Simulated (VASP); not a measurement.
Input of a VASP 6.6.1 run:

INCAR

```
SYSTEM = Nb
ALGO     = Normal         ! electronic algorithm
EDIFF    = 1E-7           ! SCF threshold, eV
ENCUT    = 520            ! plane-wave cutoff, eV
ISIF     = 2              ! what is computed and relaxed
ISMEAR   = -1             ! smearing method
LASPH    = .TRUE.         ! aspherical terms in the spheres
LCHARG   = .FALSE.        ! write CHGCAR
LREAL    = .FALSE.        ! projectors in reciprocal space
LWAVE    = .FALSE.        ! write WAVECAR
NBANDS   = 20             ! bands
NELM     = 100            ! most SCF steps
PREC     = Accurate       ! precision mode
SIGMA    = 0.05           ! smearing width, eV
```

The input KPOINTS:

```
k-points
0
G
  15 15 8
  0 0 0
```

Contents of POSCAR:

```
Nb
1.0
    2.3533026066      0.0000000000      0.0000000000
   -1.1766513033      2.0380198401      0.0000000000
    0.0000000000      0.0000000000      4.0452854890
Nb
2
Direct
    0.3333333333      0.6666666667      0.2500000000
    0.6666666667      0.3333333333      0.7500000000
```

Potentials or basis: VASP PAW LDA potentials, release 64 (Nb_sv).

Launch:

```console
$ cat potpaw_LDA.64/Nb_sv/POTCAR > POTCAR
$ mpirun -np 1 vasp_std > vasp.out
```

Question: Predict the band gap on the k mesh.

Answer: Zero (bands 13 and 14 overlap by 4.03 eV).

Question: Estimate the pressure.

Answer: 316.2 GPa.

Stress tensor (GPa, compression positive):
```
316.40   0.00   0.00
  0.00 316.40   0.00
  0.00   0.00 315.68
```

Caveat: the cell stands under pressure.
